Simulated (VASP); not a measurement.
# Mg2CdS3: relaxation of cell and atoms with PBE

Crystal: Mg2CdS3.

```
CELL_PARAMETERS angstrom
6.05000 -3.50000 0.00000
6.05000 3.50000 0.00000
0.00000 0.00000 6.50000
ATOMIC_POSITIONS crystal
Mg 0.16667 0.50000 0.00000
Mg 0.83333 0.50000 0.50000
Mg 0.50000 0.16667 0.50000
Mg 0.50000 0.83333 0.00000
Cd 0.83333 0.16667 0.00000
Cd 0.16667 0.83333 0.50000
S 0.83333 0.16667 0.62500
S 0.16667 0.50000 0.62500
S 0.83333 0.50000 0.12500
S 0.16667 0.83333 0.12500
S 0.50000 0.16667 0.12500
S 0.50000 0.83333 0.62500
```

```json
{
  "Program": "VASP 6.6.1",
  "Task": "relaxation of cell and atoms",
  "Functional": "PBE",
  "Potentials or basis": "VASP PAW PBE potentials, release 64 (Mg, Cd, S)",
  "Cutoff": "600 eV",
  "k mesh": "2 × 2 × 2",
  "Occupations": "gaussian, width 0.15 eV",
  "Spin": "no spin polarisation",
  "Dipole correction": "no",
  "Further INCAR settings": "ALGO = Normal; EDIFF = 1e-06; IBRION = 2; EDIFFG = -0.08; NSW = 36; ISIF = 3"
}
```

The relaxed volume is 24.05 Å³/atom, the relaxed cell is a = 7.092 Å, b = 7.092 Å, c = 6.624 Å, α = 90.00°, β = 90.00°, γ = 60.00° and the space group after relaxing (to 0.1 Å) is Cmc2_1 (No. 36). The energy gained by relaxing is 28.6 meV/atom. The ionic steps are 6 and the pressure after relaxing is 0.0 GPa. The largest force after relaxing is 0.062 eV/Å and the band gap on the k mesh is 2.56 eV.

Forces on the atoms (eV/Å):
```
Mg  -0.051 -0.022  0.002
Mg   0.051  0.022  0.002
Mg  -0.051  0.022  0.002
Mg   0.051 -0.022  0.002
Cd   0.000  0.056  0.027
Cd   0.000 -0.056  0.027
S    0.000 -0.026 -0.024
S    0.014  0.012 -0.003
S   -0.014 -0.012 -0.003
S    0.000  0.026 -0.024
S    0.014 -0.012 -0.003
S   -0.014  0.012 -0.003
```

Step by step:
```csv
step,energy change (eV),largest force (eV/Å),pressure (GPa),volume (Å³)
1,0.0000,1.0193,3.33,275.28
2,-0.2704,0.3662,-1.00,294.71
3,-0.2727,0.4126,-0.68,292.91
4,-0.3179,0.2393,-0.31,290.51
5,-0.3396,0.1032,0.21,287.36
6,-0.3436,0.0620,-0.05,288.54
```

Final structure:
```cif
data_structure
_symmetry_space_group_name_H-M 'P 1'
_symmetry_Int_Tables_number 1
_cell_length_a 7.0923
_cell_length_b 7.0923
_cell_length_c 6.6239
_cell_angle_alpha 90.000
_cell_angle_beta 90.000
_cell_angle_gamma 59.999
_cell_volume 288.54
loop_
_atom_site_label
_atom_site_type_symbol
_atom_site_fract_x
_atom_site_fract_y
_atom_site_fract_z
_atom_site_occupancy
Mg1 Mg 0.16661 0.49824 0.00106 1
Mg2 Mg 0.83339 0.50176 0.50106 1
Mg3 Mg 0.49824 0.16661 0.50106 1
Mg4 Mg 0.50176 0.83339 0.00106 1
Cd1 Cd 0.83164 0.16836 0.00229 1
Cd2 Cd 0.16836 0.83164 0.50229 1
S1 S 0.82248 0.17752 0.61413 1
S2 S 0.16679 0.48886 0.62823 1
S3 S 0.83321 0.51114 0.12823 1
S4 S 0.17752 0.82248 0.11413 1
S5 S 0.48886 0.16679 0.12823 1
S6 S 0.51114 0.83321 0.62823 1
```

Levels at points of the mesh, in eV from the valence-band top:
```csv
k point,band 32,band 33,band 34,band 35,band 36,band 37
"(0.00, 0.00, 0.00)",-0.02,-0.01,0.00,2.56,3.85,4.86
"(0.50, 0.00, 0.00)",-0.45,-0.37,-0.34,4.03,4.12,5.00
"(0.50, 0.50, 0.00)",-0.41,-0.38,-0.29,3.87,4.40,4.97
"(0.00, 0.00, 0.50)",-0.25,-0.24,-0.24,3.93,3.93,5.29
"(0.50, 0.00, 0.50)",-0.76,-0.61,-0.61,4.13,4.13,4.98
"(0.50, 0.50, 0.50)",-0.74,-0.66,-0.66,4.14,4.14,4.96
```

It took 13 min on 1 thread of Oxide Virtual Turin-like Processor, with other jobs on the host, peak memory 0.45 GiB.

Caveat: the k points lie up to 0.51 Å⁻¹ apart in the final cell; the relaxation stopped at a loose force limit of 0.08 eV/Å, so its end isn't a converged minimum.
